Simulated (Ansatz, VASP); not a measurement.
## Ge: VASP beside Ansatz

The input POSCAR:

```
Ge
1.0
    0.0176798125      2.8287700000      2.8287700000
    2.8287700000      0.0176798125      2.8287700000
    2.8464498125      2.8464498125      0.0000000000
Ge
2
Direct
    0.5000000000      0.5000000000      0.5000000000
    0.7500000000      0.7500000000      0.7500000000
```

INCAR.step1

```
SYSTEM = Ge
PREC = Accurate ; ENCUT = 520
ISMEAR = 0 ; SIGMA = 0.05
LREAL = .False. ; LASPH = .True.
NELM = 100 ; NBANDS = 21
GGA = PE ; ALGO = Normal
EDIFF = 1E-4 ; LWAVE = .True.
LCHARG = .False.
```

Contents of INCAR.step2:

```
SYSTEM = Ge
PREC = Accurate ; ENCUT = 520
EDIFF = 1E-6 ; ISMEAR = 0
SIGMA = 0.05 ; LREAL = .False.
LASPH = .True. ; NELM = 100
ALGO = Normal ; ISIF = 2
LWAVE = .False. ; LCHARG = .False.
METAGGA = R2SCAN ; LMIXTAU = .True.
NBANDS = 21 ; ISTART = 1
```

File KPOINTS:

```
regular mesh
0
Gamma
  10 10 10
  0 0 0
```

Input for Ansatz:

```yaml
crystal:
  lattice:
    - [0.0176798125, 2.82877, 2.82877]
    - [2.82877, 0.0176798125, 2.82877]
    - [2.8464498125, 2.8464498125, 0.0]
  atoms:
    - { symbol: Ge, position: [0.5, 0.5, 0.5] }
    - { symbol: Ge, position: [0.75, 0.75, 0.75] }
basis:
  ecutwfc: 500
kpoints:
  mp_grid: { grid: [10, 10, 10] }
hamiltonian:
  xc: r2scan
scf:
  occupations: { method: gaussian, width: 0.05 }
output:
  forces: true
  stress: true
  eigenvalues: true
```

Change from the starting cell: strain +0.0125 x Voigt [0, 0, 0, 0, 0, 1], atoms carried along.

Alike in both runs: task single point; functional r2SCAN; k mesh 10 × 10 × 10; occupations gaussian, width 0.05 eV; no spin polarisation.

|  | VASP | Ansatz |
| --- | --- | --- |
| version | VASP 6.6.1 | Ansatz 0.2.0 |
| potentials or method | VASP PAW PBE potentials, release 64 (Ge_d), cutoff 520 eV | scalar-relativistic, plane waves, PAW |
| valence electrons in the cell | 28 | 28 |

Ansatz gave:

| Property | Result |
| --- | --- |
| gap on the k mesh at the Fermi level (eV) | 0.40 |
| least direct gap on the mesh (eV) | 0.43 |
| pressure (GPa) | 0.7 |
| traceless stress, the component that is largest in VASP (GPa) | -1.11 |
| rms of the force components (eV/Å) | 0.060 |

**Question.** Which values does VASP return?

**Answer.** gap on the k mesh at the Fermi level (eV): 0.38; least direct gap on the mesh (eV): 0.39; pressure (GPa): 0.7; traceless stress, the component that is largest in VASP (GPa): -1.11; rms of the force components (eV/Å): 0.063.

VASP's potentials were made for PBE, not for r2SCAN. Atom by atom the forces differ by 0.003 eV/Å (rms over components).
